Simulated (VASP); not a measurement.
Set up this calculation in VASP 6.6.1, as the native input.

```yaml
Task: single point
Functional: r2SCAN
Potentials_or_basis: VASP PAW PBE potentials, release 64 (Ti_sv, Te)
Cutoff: 520 eV
k_mesh: 12 × 12 × 8
Occupations: gaussian, width 0.1 eV
Spin: no spin polarisation
Dipole_correction: no
Further_INCAR_settings: ALGO = Normal; EDIFF = 1e-06; NBANDS = 19
```

TiTe2:

```
Ti Te
1.0
     3.80024    0.00000    0.00000
    -1.90012    3.29111    0.00000
     0.00000    0.00000    6.89807
Ti Te
1 2
Direct
  0.00000 0.00000 0.00000
  0.66667 0.33333 0.24632
  0.33333 0.66667 0.75368
```

One way to write it, as run:

POSCAR

```
TiTe2
1.0
    3.8002426009      0.0000000000      0.0000000000
   -1.9001213005      3.2911066330      0.0000000000
    0.0000000000      0.0000000000      6.8980729996
Ti Te
1 2
Direct
    0.0000000000      0.0000000000      0.0000000000
    0.6666666667      0.3333333333      0.2463195005
    0.3333333333      0.6666666667      0.7536804995
```

INCAR.step1

```
  ALGO = Normal
  EDIFF = 1E-4
  ENCUT = 520
  GGA = PE
  ISMEAR = 0
  LASPH = True
  LCHARG = False
  LREAL = False
  LWAVE = True
  NBANDS = 19
  NELM = 80
  PREC = Accurate
  SIGMA = 0.1
```

INCAR.step2

```
  ALGO = Normal
  EDIFF = 1E-6
  ENCUT = 520
  ISIF = 2
  ISMEAR = 0
  ISTART = 1
  LASPH = True
  LCHARG = True
  LELF = True
  LMIXTAU = True
  LREAL = False
  LVHAR = True
  LWAVE = False
  METAGGA = R2SCAN
  NBANDS = 19
  NELM = 80
  PREC = Accurate
  SIGMA = 0.1
```

KPOINTS

```
k-points
0
Gamma
  12 12 8
```

Potentials or basis: VASP PAW PBE potentials, release 64 (Ti_sv, Te).

Run with:

```bash
$ cat potpaw_PBE.64/Ti_sv/POTCAR potpaw_PBE.64/Te/POTCAR > POTCAR
$ cp INCAR.step1 INCAR
$ mpirun -np 1 vasp_std > vasp.out
$ cp INCAR.step2 INCAR
$ mpirun -np 1 vasp_std > vasp.out
```

Results of the run:

| Quantity | Value |
| --- | --- |
| Pressure | 0.1 GPa |
| Largest force | 0.018 eV/Å |
| Band gap on the k mesh | zero (band 12 reaches 6.32 eV, above the bottom of band 13 at 5.79 eV) |

Caveat: the PAW data sets were made with another functional, which shifts forces and pressure a little; spin-orbit coupling is left out, which moves the levels of the heavy elements.

Run time: 10 min on 1 thread of Intel Xeon 6975P-C, on a shared host, peak memory 0.36 GiB.
